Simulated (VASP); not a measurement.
Input of a VASP 6.6.1 run:

The input POSCAR:

```
Ir
1.0
   -1.5433355255      1.5433355255      1.5433355255
    1.5433355255     -1.5433355255      1.5433355255
    1.5433355255      1.5433355255     -1.5433355255
Ir
1
Direct
    0.0000000000      0.0000000000      0.0000000000
```

The input INCAR.step1:

```
ALGO     = Normal         # electronic algorithm
EDIFF    = 1E-5           # SCF threshold, eV
ENCUT    = 620            # plane-wave cutoff, eV
GGA      = PE             # functional
GGA_COMPAT= F            
ISMEAR   = 0              # smearing method
LASPH    = T              # aspherical terms in the spheres
LCHARG   = F              # write CHGCAR
LREAL    = F              # projectors in reciprocal space
LWAVE    = T              # write WAVECAR
NBANDS   = 14             # bands
NELM     = 120            # most SCF steps
PREC     = Accurate       # precision mode
SIGMA    = 0.1            # smearing width, eV
```

File INCAR.step2:

```
ALGO     = Normal         # electronic algorithm
EDIFF    = 1E-6           # SCF threshold, eV
ENCUT    = 620            # plane-wave cutoff, eV
GGA_COMPAT= F            
ISIF     = 2              # what is computed and relaxed
ISMEAR   = 0              # smearing method
ISTART   = 1            
LASPH    = T              # aspherical terms in the spheres
LCHARG   = F              # write CHGCAR
LMIXTAU  = T            
LREAL    = F              # projectors in reciprocal space
LWAVE    = F              # write WAVECAR
METAGGA  = R2SCAN         # meta-GGA
NBANDS   = 14             # bands
NELM     = 120            # most SCF steps
PREC     = Accurate       # precision mode
SIGMA    = 0.1            # smearing width, eV
```

File KPOINTS:

```
k-points
0
Gamma
  10 10 10
```

Potentials or basis: VASP PAW PBE potentials, release 64 (Ir_sv_GW).

Run with:

```console
$ cat potpaw_PBE.64/Ir_sv_GW/POTCAR > POTCAR
$ cp INCAR.step1 INCAR
$ mpirun -np 1 vasp_std > vasp.out
$ cp INCAR.step2 INCAR
$ mpirun -np 1 vasp_std > vasp.out
```

(1) Predict the band gap on the k mesh.

(2) Estimate the pressure.

Results:

(1) zero (an odd number of electrons rules out a gap without spin polarisation).

(2) -0.6 GPa.

Caveat: the PAW data sets were made with another functional, which shifts forces and pressure a little; spin-orbit coupling is left out, which moves the levels of the heavy elements.
